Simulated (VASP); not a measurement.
The system is SnO.

```
Sn O
1.0
     3.35500    0.00000    0.00000
     0.00000    5.67410    0.00000
     0.00000    0.00000    4.22197
Sn O
2 2
Cartesian
  0.0000 1.3159 2.1665
  1.6775 4.3582 0.0555
  0.0000 5.0570 3.1110
  1.6775 0.6171 1.0000
```

Base run:

| Item | Value |
| --- | --- |
| Program | VASP 6.6.1 |
| Functional | PBEsol |
| Potentials or basis | VASP PAW PBE potentials, release 64 (Sn_d, O_h) |
| Cutoff | 910 eV |
| k mesh | 6 × 4 × 4 |
| Occupations | gaussian, width 0.01 eV |
| Spin | no spin polarisation |

Its results: band gap on the k mesh 1.58 eV (least direct gap 2.33 eV); pressure -3.0 GPa; largest force 0.359 eV/Å.

Problem. The run is repeated on the same cell with these changes: functional from PBEsol to BLYP. What comes out?

Solution. Band gap on the k mesh 1.82 eV (least direct gap 2.57 eV); pressure 4.0 GPa; largest force 0.154 eV/Å.

BLYP binds less tightly than PBEsol, so the same cell stands under more pressure.

Caveats: the cutoff is under 1.25 times the usual one of these potentials, so pressure, stress and relaxed cells hold a basis-set (Pulay) error; the PAW data sets were made with another functional, which shifts forces and pressure a little; spin-orbit coupling is left out, which moves the levels of the heavy elements; the cell stands under tension (at least some runs); the cell stands under pressure (at least some runs).

A k mesh can miss the band edges.
